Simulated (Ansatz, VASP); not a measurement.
## WC: VASP beside Ansatz

Contents of INCAR:

```
SYSTEM = WC
PREC = Accurate
ENCUT = 1300
EDIFF = 1E-6
ISMEAR = 0
SIGMA = 0.1
LREAL = .False.
LASPH = .True.
NELM = 120
ALGO = Normal
ISIF = 2
LWAVE = .False.
LCHARG = .False.
NBANDS = 16
GGA_COMPAT = .False.
```

File KPOINTS:

```
regular mesh
0
Gamma
  9 9 6
  0 0 0
```

The input POSCAR:

```
WC
1.0
    2.8820700000      0.0000000000      0.0000000000
   -1.4410350000      2.4959458400      0.0000000000
    0.0000000000      0.0000000000      2.8238700000
W C
1 1
Direct
    0.0000000000      0.0000000000      0.0000000000
    0.6666666700      0.3333333300      0.5000000000
```

Input for Ansatz:

```yaml
crystal:
  lattice:
    - [2.88207, 0.0, 0.0]
    - [-1.441035, 2.49594584, 0.0]
    - [0.0, 0.0, 2.82387]
  atoms:
    - { symbol: W, position: [0.0, 0.0, 0.0] }
    - { symbol: C, position: [0.66666667, 0.33333333, 0.5] }
basis:
  ecutwfc: 420
kpoints:
  mp_grid: { grid: [9, 9, 6] }
hamiltonian:
  xc: lda
  pseudopotentials: { kind: paw, azcp: { folder: soft_1 } }
scf:
  occupations: { method: gaussian, width: 0.1 }
output:
  forces: true
  stress: true
  eigenvalues: true
```

Alike in both runs: task single point; functional LDA; k mesh 9 × 9 × 6; occupations gaussian, width 0.1 eV; no spin polarisation.

|  | VASP | Ansatz |
| --- | --- | --- |
| version | VASP 6.6.1 | Ansatz 0.2.0 |
| potentials or method | VASP PAW LDA potentials, release 64 (W_sv, C_h), cutoff 1300 eV | scalar-relativistic, plane waves, PAW |
| valence electrons in the cell | 18 | 18 |

|  | VASP | Ansatz | Ansatz less VASP |
| --- | --- | --- | --- |
| gap on the k mesh at the Fermi level (eV) | none | none | - |
| pressure (GPa) | 1.3 | -1.1 | -2.44 |
| traceless stress, the component that is largest in VASP (GPa) | -3.59 | -3.79 | -0.199 |

Ansatz warns that its potentials were made for another functional, while VASP's fit it. LDA's correlation is that of Perdew and Zunger in VASP and of Perdew and Wang (1992) in Ansatz. A gap of «none» marks a metal or a gap that the smearing closes.

The k mesh is coarse, so the values compare programs but aren't converged. Spin-orbit coupling is off throughout.
